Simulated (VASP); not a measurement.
Input of a VASP 6.6.1 run:

File POSCAR:

```
ZrS2
1.0
    3.6743619272      0.0000000000      0.0000000000
   -1.8371809636      3.1820907716      0.0000000000
    0.0000000000      0.0000000000      5.8571358081
Zr S
1 2
Direct
    0.0000000000      0.0000000000      0.0000000000
    0.6666666667      0.3333333333      0.7537648223
    0.3333333333      0.6666666667      0.2462351777
```

INCAR.step1

```
SYSTEM = ZrS2
ALGO = Normal
EDIFF = 1E-5
ENCUT = 400
GGA = PE
GGA_COMPAT = .False.
ISIF = 2
ISMEAR = 0
LASPH = .True.
LCHARG = .False.
LREAL = .False.
LWAVE = .True.
NBANDS = 19
NELM = 120
PREC = Accurate
SIGMA = 0.01
```

INCAR.step2

```
SYSTEM = ZrS2
AEXX = 0.35
ALGO = Normal
EDIFF = 1E-6
ENCUT = 400
GGA = PE
GGA_COMPAT = .False.
HFSCREEN = 0.2078
ISIF = 2
ISMEAR = 0
ISTART = 1
LASPH = .True.
LCHARG = .False.
LHFCALC = .True.
LREAL = .False.
LWAVE = .False.
NBANDS = 19
NELM = 120
PREC = Accurate
PRECFOCK = Normal
SIGMA = 0.01
```

Contents of KPOINTS:

```
k-points
0
Gamma
  6 6 2
  0 0 0
```

Potentials or basis: VASP PAW PBE potentials, release 64 (Zr_sv, S).

Command:

```console
$ cat potpaw_PBE.64/Zr_sv/POTCAR potpaw_PBE.64/S/POTCAR > POTCAR
$ cp INCAR.step1 INCAR
$ mpirun -np 1 vasp_std > vasp.out
$ cp INCAR.step2 INCAR
$ mpirun -np 1 vasp_std > vasp.out
```

(1) What does it give for the largest force?

(2) Predict the band gap on the k mesh.

(3) Estimate the pressure.

Results:

(1) 0.271 eV/Å.

(2) 2.03 eV (least direct gap 2.78 eV).

(3) -0.5 GPa.

Caveat: the k points lie up to 0.54 Å⁻¹ apart; the PAW data sets were made with another functional, which shifts forces and pressure a little.
